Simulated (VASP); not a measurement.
Write the native input for VASP 6.6.1 that does the following.

| Item | Value |
| --- | --- |
| Task | single point |
| Functional | PBE |
| Potentials or basis | VASP PAW PBE potentials, release 64 (Sc_sv, Cu) |
| Cutoff | 520 eV |
| k mesh | 12 × 12 × 8 |
| Occupations | gaussian, width 0.1 eV |
| Spin | no spin polarisation |
| Dipole correction | no |
| Further INCAR settings | ALGO = Fast; EDIFF = 1e-06; NBANDS = 36 |

The structure of Sc3Cu2 lies in POSCAR:

```
Sc3Cu2
1.0
    4.5327430651      0.0000000000      0.0000000000
   -2.2663715326      3.9254706432      0.0000000000
    0.0000000000      0.0000000000      5.5913430308
Sc Cu
3 2
Direct
    0.0000000000      0.0000000000      0.0000000000
    0.3333333333      0.6666666667      0.6576975965
    0.6666666667      0.3333333333      0.3423024035
    0.3333333333      0.6666666667      0.1432664822
    0.6666666667      0.3333333333      0.8567335178
```

The cell was built from a structure type or drawn by symmetry, and may not be a known phase.

One way to write it, as run:

INCAR

```
SYSTEM = Sc3Cu2
  ALGO = Fast
  EDIFF = 1E-6
  ENCUT = 520
  GGA = PE
  ISIF = 2
  ISMEAR = 0
  LASPH = .True.
  LCHARG = .True.
  LELF = .True.
  LREAL = .False.
  LVHAR = .True.
  LWAVE = .False.
  NBANDS = 36
  NELM = 100
  PREC = Accurate
  SIGMA = 0.1
```

KPOINTS

```
k-points
0
Gamma
  12 12 8
  0 0 0
```

Potentials or basis: VASP PAW PBE potentials, release 64 (Sc_sv, Cu).

Run with:

```sh
$ cat potpaw_PBE.64/Sc_sv/POTCAR potpaw_PBE.64/Cu/POTCAR > POTCAR
$ mpirun -np 1 vasp_std > vasp.out
```

It gave:

```yaml
Pressure: 0.3 GPa
Largest_force: 0.014 eV/Å
Band_gap_on_the_k_mesh: zero (an odd number of electrons rules out a gap without spin polarisation)
```

Wall time 4.4 min on 1 thread of Intel(R) Xeon(R) 6975P-C (Granite Rapids), on a shared host, peak memory 0.51 GiB.
